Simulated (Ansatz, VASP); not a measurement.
# BN in VASP and in Ansatz

The input INCAR:

```
  PREC = Accurate
  ENCUT = 520
  EDIFF = 1E-7
  ISMEAR = 0
  SIGMA = 0.05
  LREAL = False
  LASPH = True
  NELM = 80
  ALGO = Normal
  ISIF = 2
  LWAVE = False
  LCHARG = False
  GGA = PE
  NBANDS = 11
```

KPOINTS

```
Automatic mesh
0
Gamma
  14 14 14
```

POSCAR

```
BN
1.0
    0.0000000000      1.8827993998      1.8827993998
    1.8827993998      0.0000000000      1.8827993998
    1.8827993998      1.8827993998      0.0000000000
B N
1 1
Direct
    0.0000000000      0.0000000000      0.0000000000
    0.7500000000      0.7500000000      0.7500000000
```

Input for Ansatz:

```yaml
crystal:
  lattice:
    - [0.0, 1.8827993998, 1.8827993998]
    - [1.8827993998, 0.0, 1.8827993998]
    - [1.8827993998, 1.8827993998, 0.0]
  atoms:
    - { symbol: B, position: [0.0, 0.0, 0.0] }
    - { symbol: "N", position: [0.75, 0.75, 0.75] }
basis:
  ecutwfc: 420
  fft_grid_basis: typed
kpoints:
  mp_grid: { grid: [14, 14, 14] }
hamiltonian:
  xc: pbe
scf:
  occupations: { method: gaussian, width: 0.05 }
output:
  forces: true
  stress: true
  eigenvalues: true
  bader: true
  write_density: true
  volumetric_format: npy
  elf: true
```

Alike in both runs: task single point; functional PBE; k mesh 14 × 14 × 14; occupations gaussian, width 0.05 eV; no spin polarisation.

|  | VASP | Ansatz |
| --- | --- | --- |
| version | VASP 6.6.1 | Ansatz 0.2.0 |
| potentials or method | VASP PAW PBE potentials, release 64 (B, N), cutoff 520 eV | scalar-relativistic, plane waves, PAW |
| valence electrons in the cell | 8 | 8 |

```tsv
	VASP	Ansatz	Ansatz less VASP
gap on the k mesh at the Fermi level (eV)	4.32	4.33	+0.007
```

With one functional, cell and mesh, what is left measures potentials, basis and numerics.
